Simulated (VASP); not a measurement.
ZrNb2N3:

```
Zr Nb N
1.0
     2.15868   -4.02599    0.00000
     2.15868    4.02599    0.00000
     0.00000    0.00000    4.49401
Zr Nb N
1 2 3
Cartesian
  2.1587 0.0000 2.2470
  1.0793 2.0130 0.0000
  1.0793 -2.0130 0.0000
  2.1587 2.6497 2.2470
  2.1587 -2.6497 2.2470
  2.1587 0.0000 0.0000
```

The cell was built from a structure type or drawn by symmetry, and may not be a known phase.

```yaml
Program: VASP 6.6.1
Task: relaxation of cell and atoms
Functional: PBE
Potentials_or_basis: VASP PAW PBE potentials, release 64 (Zr_sv, Nb_sv, N)
Cutoff: 600 eV
k_mesh: 3 × 3 × 3
Occupations: gaussian, width 0.15 eV
Spin: no spin polarisation
```

At the start: pressure 4.1 GPa; volume 13.02 Å³/atom.

Problem. How do energy, volume and symmetry change on relaxing?

Solution. Over 12 steps the energy falls by 547.4 meV/atom and the volume is 12.75 Å³/atom (-2.1 %); space group Cmmm (No. 65, to 0.1 Å) before and after.

Step by step:
| step | energy change (eV) | largest force (eV/Å) | pressure (GPa) | volume (Å³) |
| --- | --- | --- | --- | --- |
| 1 | 0.0000 | 0.6021 | 4.14 | 78.11 |
| 2 | -2.2977 | 2.3184 | -4.24 | 79.09 |
| 3 | -2.9329 | 1.3825 | -9.67 | 79.37 |
| 4 | -2.9157 | 0.6937 | 16.54 | 71.36 |
| 5 | -3.1172 | 1.1359 | 1.63 | 75.28 |
| 6 | -3.2299 | 0.5089 | 2.42 | 74.96 |
| 7 | -3.2361 | 0.2932 | 2.86 | 74.85 |
| 8 | -3.2731 | 0.1620 | -1.78 | 76.87 |
| 9 | -3.2734 | 0.1731 | -1.41 | 76.70 |
| 10 | -3.2792 | 0.0018 | 1.29 | 76.18 |
| 11 | -3.2817 | 0.0612 | 0.32 | 76.36 |
| 12 | -3.2843 | 0.0037 | 0.18 | 76.50 |

Final structure:
```xyz
6
Lattice="2.5097 -3.7748 0.0000 2.5097 3.7748 0.0000 0.0000 0.0000 4.0374" Properties=species:S:1:pos:R:3 pbc="T T T"
Zr    2.5097    0.0000    2.0187
Nb    1.2548    1.8874    4.0374
Nb    3.7645    1.8874    4.0374
N     2.5097    2.3478    2.0187
N     2.5097   -2.3478    2.0187
N     2.5097    0.0000    4.0374
```

Caveat: the k points lie up to 0.52 Å⁻¹ apart in the final cell, too coarse for converged energies and pressures of a metal.
